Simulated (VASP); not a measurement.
A run of VASP 6.6.1 is set up as follows.

File POSCAR:

```
Pb
1.0
   -1.8377531478      1.8377531478      1.8377531478
    1.8377531478     -1.8377531478      1.8377531478
    1.8377531478      1.8377531478     -1.8377531478
Pb
1
Direct
    0.0000000000      0.0000000000      0.0000000000
```

File INCAR.step1:

```
SYSTEM = Pb
PREC = Accurate ; ENCUT = 400
EDIFF = 1E-5 ; ISMEAR = 1
SIGMA = 0.15 ; LREAL = .FALSE.
LASPH = .TRUE. ; NELM = 120
ALGO = Normal ; ISIF = 2
LWAVE = .TRUE. ; LCHARG = .FALSE.
NBANDS = 13 ; GGA = PE
GGA_COMPAT = .FALSE.
```

The input INCAR.step2:

```
SYSTEM = Pb
PREC = Accurate ; ENCUT = 400
EDIFF = 1E-6 ; ISMEAR = 1
SIGMA = 0.15 ; LREAL = .FALSE.
LASPH = .TRUE. ; NELM = 120
ALGO = Normal ; ISIF = 2
LWAVE = .FALSE. ; LCHARG = .FALSE.
GGA = PE ; LHFCALC = .TRUE.
AEXX = 0.25 ; HFSCREEN = 0.3
PRECFOCK = Normal ; NBANDS = 13
ISTART = 1 ; GGA_COMPAT = .FALSE.
```

File KPOINTS:

```
Automatic mesh
0
G
  7 7 7
  0 0 0
```

Potentials or basis: VASP PAW PBE potentials, release 64 (Pb_d).

Run with:

```sh
$ cat potpaw_PBE.64/Pb_d/POTCAR > POTCAR
$ cp INCAR.step1 INCAR
$ mpirun -np 1 vasp_std > vasp.out
$ cp INCAR.step2 INCAR
$ mpirun -np 1 vasp_std > vasp.out
```

(1) Predict the pressure.

(2) Estimate the band gap on the k mesh.

## Answers

(1) 16.2 GPa.

(2) zero (bands 7 and 8 overlap by 12.80 eV).

Caveat: the cell stands under pressure; the PAW data sets were made with another functional, which shifts forces and pressure a little; spin-orbit coupling is left out, which moves the levels of the heavy elements.
